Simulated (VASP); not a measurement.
# Si32O (a cell with a defect) in VASP: further runs

Runs on Si32O (a cell with a defect). Level: PBE. Tasks: single point.

Program: VASP 6.6.1. These are calculated values, not measurements. Logs are shortened: lines on timing, memory, paths and dates and some standing lists are left out, and cuts for length are marked.

## 1. The cell of the first run

The cell holds a defect, 33 atoms: a = 9.474 Å, b = 9.474 Å, c = 9.474 Å, α = 109.47°, β = 109.47°, γ = 109.47°.

## 2. Single point, PBE (with an interstitial atom, then relaxed in part)

Contents of INCAR:

```
PREC     = Accurate       # precision mode
ENCUT    = 520            # plane-wave cutoff, eV
EDIFF    = 1E-7           # SCF threshold, eV
ISMEAR   = 0              # smearing method
SIGMA    = 0.02           # smearing width, eV
LREAL    = Auto         
LASPH    = True           # aspherical terms in the spheres
NELM     = 100            # most SCF steps
ALGO     = Normal         # electronic algorithm
ISIF     = 2              # what is computed and relaxed
LWAVE    = False          # write WAVECAR
LCHARG   = False          # write CHGCAR
GGA      = PE             # functional
NBANDS   = 89             # bands
```

Contents of KPOINTS:

```
Automatic mesh
0
Gamma
  2 2 2
  0.5 0.5 0.5
```

Contents of POSCAR:

```
Si32O
1.0
    5.4700937548      5.4700937548      5.4700937548
    5.4700937548     -5.4700937548     -5.4700937548
   -5.4700937548      5.4700937548     -5.4700937548
Si O
32 1
Direct
    0.7465869655      0.7455963203      0.2505471144
   -0.0029701447      0.7464066970      0.0011670044
    0.7429690974      0.4880761881      0.4980165432
    0.2472954020      0.7462544253      0.7519465913
   -0.0044934405      0.4953022241      0.2512019369
    0.4821310284      0.7380546895      0.4941004577
    0.2564121412      0.5114556324      0.0098747234
    0.7480373013      0.2449665831      0.7516670079
   -0.0028122145      0.2463808960      0.5014094618
    0.5010428354      0.4997148488      0.7607195338
    0.7481625596     -0.0042480852      0.0003648014
    0.2617878861      0.2599594535      0.2752631903
    0.5048866638      0.2494169312      0.0049974645
   -0.0482108174     -0.0466482431      0.7118875693
    0.2476624188     -0.0036579995      0.5014819576
    0.4987543705     -0.0004995607      0.2534871191
    0.5021259346      0.7550925690      0.2571606255
    0.7489704871      0.7478798364      0.0046389466
    0.5060353899      0.5050606886      0.5180695839
   -0.0097069415      0.7316910168      0.7437289020
    0.7495920951      0.4975722099      0.2535624084
    0.2394740974      0.7434306620      0.4991196981
   -0.0010130835      0.4967717090      0.0031514698
    0.4986852437      0.2468013278      0.7525084930
    0.7466987616      0.2436899758      0.5014269153
    0.2482149418      0.4968730105      0.7528809811
    0.4987425186     -0.0032177156      0.0029721262
   -0.0002232280      0.2474296074      0.2519935481
    0.2882642663      0.2897985331      0.0483836708
    0.7248992927     -0.0167992820      0.7383554164
   -0.0048349622     -0.0062574162      0.4952430637
    0.2485096252     -0.0017906623      0.2521378856
    0.0972782969      0.1215648823     -0.0971133703
```

Potentials or basis: VASP PAW PBE potentials, release 64 (Si, O).

Run with:

```console
> cat potpaw_PBE.64/Si/POTCAR potpaw_PBE.64/O/POTCAR > POTCAR
> mpirun -np 1 vasp_std > vasp.out
```

OUTCAR:

```text
PREC = Accurate
   ENCUT = 520
   EDIFF = 1E-7
   ISMEAR = 0
   LREAL = Auto
   LASPH = True
   NELM = 100
   ISIF = 2
   GGA = PE

 ion  position               nearest neighbor table
   1  0.747  0.746  0.251-  31 2.34  18 2.34  17 2.37  21 2.37
   2  0.997  0.746  0.001-  18 2.37  20 2.37  23 2.38  32 2.38
   3  0.743  0.488  0.498-  20 2.33  25 2.34  19 2.37  21 2.37
   4  0.247  0.746  0.752-  22 2.36  20 2.37  26 2.37  27 2.38
   5  0.996  0.495  0.251-  22 2.34  21 2.34  28 2.36  23 2.37
   6  0.482  0.738  0.494-  30 2.31  22 2.33  17 2.37  19 2.37
[... 24 lines left out ...]
  31  0.995  0.994  0.495-   1 2.34  14 2.35  15 2.36   9 2.37
  32  0.249  0.998  0.252-  16 2.36  15 2.37  12 2.37   2 2.38
  33  0.097  0.122  0.903-  14 1.63  29 1.63

  LATTYP: Found a body centered cubic cell.
 ALAT       =    10.9401875096

  Lattice vectors:

 A1 = (   5.4700937548,   5.4700937548,   5.4700937548)
 A2 = (   5.4700937548,  -5.4700937548,  -5.4700937548)
 A3 = (  -5.4700937548,   5.4700937548,  -5.4700937548)

Analysis of symmetry for initial positions (statically):
=====================================================================
 Subroutine PRICEL returns:
 Original cell was already a primitive cell.

 Routine SETGRP: Setting up the symmetry group for a
 body centered cubic supercell.

 Subroutine GETGRP returns: Found  1 space group operations
 (whereof  1 operations were pure point group operations)
 out of a pool of 48 trial point group operations.

The static configuration has the point symmetry C_1 .

Analysis of symmetry for dynamics (positions and initial velocities):
=====================================================================
 Subroutine PRICEL returns:
 Original cell was already a primitive cell.

 Routine SETGRP: Setting up the symmetry group for a
 body centered cubic supercell.

 Subroutine GETGRP returns: Found  1 space group operations
 (whereof  1 operations were pure point group operations)
 out of a pool of 48 trial point group operations.

The dynamic configuration has the point symmetry C_1 .

 Subroutine INISYM returns: Found  1 space group operations
 (whereof  1 operations are pure point group operations),
 and found     1 'primitive' translations

----------------------------------------------------------------------------------------

                                     Primitive cell

  volume of cell :     654.7030

  direct lattice vectors                    reciprocal lattice vectors
     5.470093755  5.470093755  5.470093755     0.091406112  0.091406112  0.000000000
     5.470093755 -5.470093755 -5.470093755     0.091406112  0.000000000 -0.091406112
    -5.470093755  5.470093755 -5.470093755     0.000000000  0.091406112 -0.091406112

  length of vectors
     9.474480305  9.474480305  9.474480305     0.129267763  0.129267763  0.129267763

  position of ions in fractional coordinates (direct lattice)
     0.746586966  0.745596320  0.250547114
     0.997029855  0.746406697  0.001167004
     0.742969097  0.488076188  0.498016543
     0.247295402  0.746254425  0.751946591
     0.995506560  0.495302224  0.251201937
     0.482131028  0.738054689  0.494100458
[... 25 lines left out ...]
     0.248509625  0.998209338  0.252137886
     0.097278297  0.121564882  0.902886630

  ion indices of the primitive-cell ions
   primitive index   ion index
                 1           1
                 2           2
                 3           3
                 4           4
                 5           5
                 6           6
[... 25 lines left out ...]
                32          32
                33          33

----------------------------------------------------------------------------------------

 KPOINTS: Automatic mesh

Automatic generation of k-mesh.
 Grid dimensions read from file:
 generate k-points for:    2    2    2

 Generating k-lattice:

  Cartesian coordinates                     Fractional coordinates (reciprocal lattice)
     0.045703056  0.045703056  0.000000000     0.500000000  0.000000000  0.000000000
     0.045703056  0.000000000 -0.045703056     0.000000000  0.500000000  0.000000000
     0.000000000  0.045703056 -0.045703056     0.000000000  0.000000000  0.500000000

  Length of vectors
     0.064633881  0.064633881  0.064633881

  Shift w.r.t. Gamma in fractional coordinates (k-lattice)
     0.500000000  0.500000000  0.500000000

 Subroutine IBZKPT returns following result:
 ===========================================

 Found      4 irreducible k-points:

 Following reciprocal coordinates:
            Coordinates               Weight
  0.250000  0.250000  0.250000      2.000000
 -0.250000  0.250000  0.250000      2.000000
  0.250000 -0.250000  0.250000      2.000000
  0.250000  0.250000 -0.250000      2.000000
   k-points           NKPTS =      4   k-points in BZ     NKDIM =      4   number of bands    NBANDS=     89
   number of dos      NEDOS =    301   number of ions     NIONS =     33
   total plane-waves  NPLWV = 343000
   dimension x,y,z NGX =    70 NGY =   70 NGZ =   70
   dimension x,y,z NGXF=   140 NGYF=  140 NGZF=  140
   ions per type =              32   1
   NGX,Y,Z   is equivalent  to a cutoff of  12.28, 12.28, 12.28 a.u.
   NGXF,Y,Z  is equivalent  to a cutoff of  24.57, 24.57, 24.57 a.u.
 SYSTEM =  unknown system
   PREC   = accura    normal or accurate (medium, high low for compatibility)
   ISTART =      0    job   : 0-new  1-cont  2-samecut
   ICHARG =      2    charge: 1-file 2-atom 10-const
   ISPIN  =      1    spin polarized calculation?
   LNONCOLLINEAR =      F non collinear calculations
   LSORBIT =      F    spin-orbit coupling
   LASPH  =      T    aspherical Exc in radial PAW
   ENCUT  =  520.0 eV  38.22 Ry    6.18 a.u.  17.62 17.62 17.62*2*pi/ulx,y,z
   NELM   =    100;   NELMIN=  2; NELMDL= -5     # of ELM steps
   EDIFF  = 0.1E-06   stopping-criterion for ELM
   LREAL  =      T    real-space projection
   EDIFFG = 0.1E-05   stopping-criterion for IOM
   NSW    =      0    number of steps for IOM
   IBRION =     -1    ionic relax: 0-MD 1-quasi-New 2-CG
   NFREE  =      0    steps in history (QN), initial steepest desc. (CG)
   ISIF   =      2    stress and relaxation
   ISYM   =      2    0-nonsym 1-usesym 2-fastsym
   POTIM  = 0.5000    time-step for ionic-motion
   TEBEG  =    0.0;   TEEND  =   0.0 temperature during run
   PSTRESS=    0.0 pullay stress
   NELECT =     134.0000    total number of electrons
   NUPDOWN=      -1.0000    fix difference up-down
   EMIN   =  10.00;   EMAX   =-10.00  energy-range for DOS
   EFERMI =   0.00;   METHOD = LEGACY
   ISMEAR =     0;   SIGMA  =   0.02  broadening in eV -4-tet -1-fermi 0-gaus
   EFERMI_NEDOS =   21; number of points for ismear=-14 and -15
   IALGO  =     38    algorithm
   IMIX   =      4    mixing-type and parameters
     AMIX     =   0.40;   BMIX     =  1.00
     AMIX_MAG =   1.60;   BMIX_MAG =  1.00
  volume/ion in A,a.u.               =      19.84       133.88
  Fermi-wavevector in a.u.,A,eV,Ry     =   0.964780  1.823170 12.664311  0.930801
  Thomas-Fermi vector in A             =   2.094441
   LORBIT       =      0    0 simple, 1 ext, 2 COOP (PROOUT), +10 PAW based schemes
   GGA     = PE    functional components
   LHFCALC =     F    Hartree Fock is set to
   AEXX    =    0.0000 exact exchange contribution
   IVDW    =     0    specifies the selected vdW correction
   LEPSILON=     F    determine dielectric tensor
   LRPA    =     F    only Hartree local field effects (RPA)
 non-spin polarized calculation
 Gauss-broadening in eV      SIGMA  =   0.02
  energy-cutoff  :      520.00
  volume of cell :      654.70
 maximum number of plane-waves:     17628
 NGX is ok and might be reduce to    70
   NGX = 35   NGY = 35   NGZ = 35

 number of electron     133.9999997 magnetization

 Free energy of the ion-electron system (eV)
  ---------------------------------------------------
  ext. energy  EPLUGINS =         0.00000000
  ---------------------------------------------------
  free energy    TOTEN  =      -180.93716606 eV

  energy without entropy =     -180.93716606  energy(sigma->0) =     -180.93716606

 E-fermi :   5.2048     XC(G=0):  -9.3733

 val. band max:        5.1135923415   @ k =   0.2500   0.2500  -0.2500
 cond. band min:       6.4087200319   @ k =  -0.2500   0.2500   0.2500
 fundamental gap:      1.2951276904
 Fermi energy:         5.2048425425

 k-point     1 :       0.2500    0.2500    0.2500
  band No.  band energies     occupation
      1     -14.6754      2.00000
      2      -5.6021      2.00000
      3      -5.4005      2.00000
      4      -5.4002      2.00000
      5      -5.0767      2.00000
      6      -4.6462      2.00000
[... 71 lines left out ...]
     78       7.4490      0.00000
     79       7.4613      0.00000

 k-point     2 :      -0.2500    0.2500    0.2500
  band No.  band energies     occupation
      1     -14.6754      2.00000
      2      -5.8781      2.00000
      3      -5.2282      2.00000
      4      -4.9125      2.00000
      5      -4.8477      2.00000
      6      -4.7054      2.00000
[... 71 lines left out ...]
     78       8.0397      0.00000
     79       8.0514      0.00000

 k-point     3 :       0.2500   -0.2500    0.2500
  band No.  band energies     occupation
      1     -14.6754      2.00000
      2      -5.8788      2.00000
      3      -5.2246      2.00000
      4      -4.9119      2.00000
      5      -4.8486      2.00000
      6      -4.7082      2.00000
[... 71 lines left out ...]
     78       8.0419      0.00000
     79       8.0522      0.00000

 k-point     4 :       0.2500    0.2500   -0.2500
  band No.  band energies     occupation
      1     -14.6754      2.00000
      2      -5.8781      2.00000
      3      -5.2282      2.00000
      4      -4.9124      2.00000
      5      -4.8477      2.00000
      6      -4.7055      2.00000
[... 71 lines left out ...]
     78       8.0396      0.00000
     79       8.0514      0.00000
 [bands above 79 left out]

------------------------ aborting loop because EDIFF is reached ----------------------------------------

  FORCE on cell =-STRESS in cart. coord.  units (eV):
  Direction    XX          YY          ZZ          XY          YZ          ZX
  --------------------------------------------------------------------------------------
  -------------------------------------------------------------------------------------
  Total        6.9110964      7.0125029      6.9090709      4.5415470     -4.5410121     -4.5096087
  in kB       16.9127111     17.1608713     16.9077545     11.1139923    -11.1126834    -11.0358336
  external PRESSURE =      16.9937790 kB  Pullay stress =       0.0000000 kB

 VOLUME and BASIS-vectors are now :
 -----------------------------------------------------------------------------
  energy-cutoff  :      520.00
  volume of cell :      654.70
      direct lattice vectors                 reciprocal lattice vectors
     5.470093755  5.470093755  5.470093755     0.091406112  0.091406112  0.000000000
     5.470093755 -5.470093755 -5.470093755     0.091406112  0.000000000 -0.091406112
    -5.470093755  5.470093755 -5.470093755     0.000000000  0.091406112 -0.091406112

 POSITION                                       TOTAL-FORCE (eV/Angst)
 -----------------------------------------------------------------------------------
      6.79187      1.37594     -1.36510         0.002599     -0.003232      0.001680
      9.53038      1.37732      1.36455         0.000106     -0.000438      0.002448
      4.00974      4.11849     -1.32991        -0.002146      0.004691     -0.001031
      1.32159      1.38387     -6.84257         0.001452     -0.002246     -0.001135
      6.78077      4.11026      1.36207         0.000995      0.001232     -0.002275
      3.97175      1.30285     -4.10270         0.000225      0.001414     -0.005182
[... 25 lines left out ...]
      5.44045     -2.72171     -5.48015        -0.000316     -0.002081     -0.000673
     -3.74178      4.80602     -5.07172        -0.004100      0.000920     -0.005523
 -----------------------------------------------------------------------------------
    total drift:                                0.001565     -0.000074      0.006520

  FREE ENERGIE OF THE ION-ELECTRON SYSTEM (eV)
  ---------------------------------------------------
  free  energy   TOTEN  =      -180.9371660559 eV

  energy  without entropy=     -180.9371660559  energy(sigma->0) =     -180.93716606
```

Wall time 6 min (1 thread of AMD EPYC 9R45 (Zen 5), shared host); peak memory 0.7 GiB.

What came out:

- Free energy: -180.9372 eV
- Pressure: 1.7 GPa
- Largest force: 0.046 eV/Å
- Band gap on the k mesh: 1.30 eV

Forces on the atoms (eV/Å):
```
Si   0.003 -0.003  0.002
Si   0.000  0.000  0.002
Si  -0.002  0.005 -0.001
Si   0.001 -0.002 -0.001
Si   0.001  0.001 -0.002
Si   0.000  0.001 -0.005
Si   0.002  0.002 -0.004
Si   0.000  0.002  0.000
Si  -0.001  0.001  0.001
Si   0.002 -0.003 -0.001
Si   0.000  0.001 -0.001
Si   0.003  0.000  0.000
Si   0.001  0.003 -0.002
Si  -0.024 -0.027  0.028
Si   0.000  0.000  0.001
Si   0.001  0.005  0.000
Si  -0.002 -0.003 -0.001
Si  -0.002 -0.001  0.000
Si  -0.001 -0.004  0.002
Si  -0.004 -0.002  0.003
Si   0.001  0.003  0.002
Si   0.000  0.004  0.002
Si   0.003  0.000  0.000
Si   0.000 -0.001 -0.001
Si  -0.001 -0.006  0.001
Si  -0.001  0.001  0.001
Si   0.002 -0.001 -0.001
Si   0.000  0.000  0.001
Si   0.027  0.025 -0.024
Si   0.000  0.001  0.004
Si  -0.005 -0.001  0.000
Si   0.000 -0.002 -0.001
O   -0.004  0.001 -0.006
```

Levels at points of the mesh, in eV from the valence-band top:
| k point | band 64 | band 65 | band 66 | band 67 | band 68 | band 69 | band 70 | band 71 |
| --- | --- | --- | --- | --- | --- | --- | --- | --- |
| (0.25, 0.25, 0.25) | -0.23 | -0.19 | -0.08 | -0.06 | 1.83 | 1.88 | 1.99 | 1.99 |

Caveat: the cell differs from its parent crystal (with an interstitial atom, then relaxed in part).

## 3. Single point, PBE

Contents of INCAR:

```
PREC = Accurate ; ENCUT = 520
EDIFF = 1E-6 ; ISMEAR = 0
SIGMA = 0.02 ; LREAL = Auto
LASPH = T ; NELM = 80
ALGO = Normal ; ISIF = 2
LWAVE = F ; LCHARG = T
GGA = PE ; LELF = T
LVHAR = T ; NBANDS = 89
```

KPOINTS is that of step 2.

Contents of POSCAR:

```
Si32O
1.0
    5.4700937548      5.4700937548      5.4700937548
    5.4700937548     -5.4700937548     -5.4700937548
   -5.4700937548      5.4700937548     -5.4700937548
Si O
32 1
Direct
    0.7483982329      0.7490070890      0.2485770009
   -0.0011588467      0.7498174956     -0.0008030941
    0.7447802876      0.4914869142      0.4960464339
    0.2491066993      0.7496652130      0.7499765422
   -0.0026822209      0.4987129330      0.2492318342
    0.4839422538      0.7414654450      0.4921303218
    0.2582234534      0.5148664952      0.0079047091
    0.7498485737      0.2483773699      0.7496969310
   -0.0010009883      0.2497916967      0.4994394287
    0.5028540868      0.5031256544      0.7587494266
    0.7499738001     -0.0008372800     -0.0016052741
    0.2635991383      0.2633702574      0.2732931220
    0.5066978966      0.2528276593      0.0030273704
   -0.0463995704     -0.0432374673      0.7099174482
    0.2494736034     -0.0002472535      0.4995118224
    0.5005656434      0.0029112847      0.2515170784
    0.5039371579      0.7585033614      0.2551905073
    0.7507817387      0.7512906879      0.0026688756
    0.5078466887      0.5084715408      0.5160995637
   -0.0078957513      0.7351017515      0.7417587672
    0.7514033002      0.5009830037      0.2515923057
    0.2412853525      0.7468414040      0.4971496142
    0.0007981582      0.5001825604      0.0011814240
    0.5004965404      0.2502121648      0.7505385070
    0.7485100226      0.2471007922      0.4994567959
    0.2500261534      0.5002838384      0.7509108955
    0.5005537606      0.0001930497      0.0010019938
    0.0015879984      0.2508403990      0.2500235026
    0.2900754669      0.2932093255      0.0464135555
    0.7267105790     -0.0133884360      0.7363853675
   -0.0030237142     -0.0028466605      0.4932729896
    0.2503209381      0.0016201733      0.2501678328
    0.0990895265      0.1249756459     -0.0990834023
```

Potentials or basis: VASP PAW PBE potentials, release 64 (Si, O).

Run with:

```console
> cat potpaw_PBE.64/Si/POTCAR potpaw_PBE.64/O/POTCAR > POTCAR
> mpirun -np 1 vasp_std > vasp.out
```

Run time: 4.8 min. Hardware: 1 thread of AMD EPYC 9R45 (Zen 5), shared host; peak memory 0.7 GiB.

Results (log left out):

| Property | Result |
| --- | --- |
| Free energy | -180.9367 eV |
| Pressure | 1.7 GPa |
| Largest force | 0.046 eV/Å |
| Band gap on the k mesh | 1.29 eV |

Forces in eV/Å, atoms in the order of the input:
```
Si   0.004 -0.001  0.000
Si   0.002  0.001  0.000
Si   0.000  0.004 -0.001
Si   0.001 -0.003  0.001
Si   0.002  0.003 -0.002
Si   0.003  0.003 -0.004
Si   0.000  0.003  0.000
Si   0.000 -0.002  0.000
Si   0.001  0.002 -0.001
Si  -0.001  0.000  0.000
Si   0.002  0.003 -0.001
Si   0.002  0.002  0.000
Si   0.002  0.001 -0.002
Si  -0.026 -0.024  0.029
Si  -0.001  0.000 -0.001
Si  -0.001  0.003  0.001
Si  -0.004 -0.002  0.001
Si  -0.001  0.000  0.000
Si   0.000 -0.004  0.002
Si   0.000 -0.007  0.004
Si   0.000  0.000  0.003
Si   0.000  0.003  0.001
Si   0.000 -0.001 -0.001
Si  -0.001 -0.002 -0.002
Si   0.000 -0.004  0.002
Si  -0.002  0.001 -0.001
Si  -0.002 -0.002 -0.002
Si   0.001  0.000  0.001
Si   0.027  0.024 -0.027
Si   0.000  0.001  0.004
Si  -0.006  0.000  0.000
Si   0.001 -0.001 -0.001
O   -0.007  0.001 -0.005
```

Stress tensor (GPa, compression positive):
```
 1.68  1.12 -1.11
 1.12  1.71 -1.11
-1.11 -1.11  1.68
```

Levels at points of the mesh, in eV from the valence-band top:
| k point | band 64 | band 65 | band 66 | band 67 | band 68 | band 69 | band 70 | band 71 |
| --- | --- | --- | --- | --- | --- | --- | --- | --- |
| (0.25, 0.25, 0.25) | -0.23 | -0.19 | -0.08 | -0.06 | 1.83 | 1.88 | 1.99 | 1.99 |
